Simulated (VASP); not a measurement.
# Ti: single point with PBE

The system is Ti.

```
CELL_PARAMETERS angstrom
0.00000 2.08293 2.08293
2.08293 0.00000 2.08293
2.08293 2.08293 0.00000
ATOMIC_POSITIONS crystal
Ti 0.00000 0.00000 0.00000
```

This isn't the form of Ti at room conditions, which is hcp.

```
Program             : VASP 6.6.1
Task                : single point
Functional          : PBE
Potentials or basis : VASP PAW PBE potentials, release 64 (Ti_sv)
Cutoff              : 520 eV
k mesh              : 20 × 20 × 20
Occupations         : gaussian, width 0.15 eV
Spin                : no spin polarisation
```

- Pressure: -4.1 GPa
- Band gap on the k mesh: zero (bands 6 and 7 overlap by 1.22 eV)

Levels at points of the mesh, in eV from the Fermi level:
| k point | band 4 | band 5 | band 6 | band 7 | band 8 | band 9 |
| --- | --- | --- | --- | --- | --- | --- |
| (0.00, 0.00, 0.00) | -32.68 | -6.00 | 0.85 | 0.85 | 0.85 | 2.39 |
| (0.50, 0.00, 0.00) | -32.76 | -2.50 | 0.54 | 0.75 | 0.75 | 3.40 |
| (0.50, 0.50, 0.00) | -32.89 | -2.44 | -1.60 | 2.67 | 3.39 | 3.65 |

It took 64 s on 1 thread of AMD EPYC 9R45 96-Core Processor (Zen 5) (shared host), peak memory 0.15 GiB.

Caveat: the cell stands under tension.
